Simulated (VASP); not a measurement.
A run of VASP 6.6.1 is set up as follows.

Contents of INCAR:

```
SYSTEM = BN
PREC     = Accurate       ! precision mode
ENCUT    = 600            ! plane-wave cutoff, eV
EDIFF    = 1E-6           ! SCF threshold, eV
ISMEAR   = 0              ! smearing method
SIGMA    = 0.01           ! smearing width, eV
LREAL    = .FALSE.        ! projectors in reciprocal space
LASPH    = .TRUE.         ! aspherical terms in the spheres
NELM     = 80             ! most SCF steps
ALGO     = Normal         ! electronic algorithm
ISIF     = 3              ! what is computed and relaxed
LWAVE    = .FALSE.        ! write WAVECAR
LCHARG   = .FALSE.        ! write CHGCAR
GGA      = PS             ! functional
IBRION   = 2              ! ionic algorithm
NSW      = 100            ! ionic steps
EDIFFG   = -0.002         ! ionic threshold
PSTRESS  = 10.0
```

File KPOINTS:

```
regular mesh
0
G
  10 10 4
  0 0 0
```

The input POSCAR:

```
BN
1.0
    2.5043523884      0.0000000000      0.0000000000
   -1.2521761942      2.1688327884      0.0000000000
    0.0000000000      0.0000000000      7.0159738244
B N
2 2
Direct
    0.3333333333      0.6666666667      0.2500000000
    0.6666666667      0.3333333333      0.7500000000
    0.3333333333      0.6666666667      0.7500000000
    0.6666666667      0.3333333333      0.2500000000
```

Potentials or basis: VASP PAW PBE potentials, release 64 (B, N).

Run with:

```bash
$ cat potpaw_PBE.64/B/POTCAR potpaw_PBE.64/N/POTCAR > POTCAR
$ mpirun -np 1 vasp_std > vasp.out
```

Question: Predict the band gap on the k mesh.

Answer: 4.09 eV, indirect (least direct gap 4.54 eV).

Question: What does it give for the relaxed volume?

Answer: 8.87 Å³/atom.

Final structure:
```cif
data_structure
_symmetry_space_group_name_H-M 'P 1'
_symmetry_Int_Tables_number 1
_cell_length_a 2.5031
_cell_length_b 2.5031
_cell_length_c 6.5396
_cell_angle_alpha 90.000
_cell_angle_beta 90.000
_cell_angle_gamma 120.000
_cell_volume 35.49
loop_
_atom_site_label
_atom_site_type_symbol
_atom_site_fract_x
_atom_site_fract_y
_atom_site_fract_z
_atom_site_occupancy
B1 B 0.33333 0.66667 0.25000 1
B2 B 0.66667 0.33333 0.75000 1
N1 N 0.33333 0.66667 0.75000 1
N2 N 0.66667 0.33333 0.25000 1
```

Caveat: the cell is relaxed towards a set pressure, so the enthalpy falls and the energy may rise; the PAW data sets were made with another functional, which shifts forces and pressure a little; this functional lacks dispersion, which binds the layers, so the pressure and a relaxed spacing across them are unreliable. As with any semilocal functional, this PBEsol gap is likely too small.
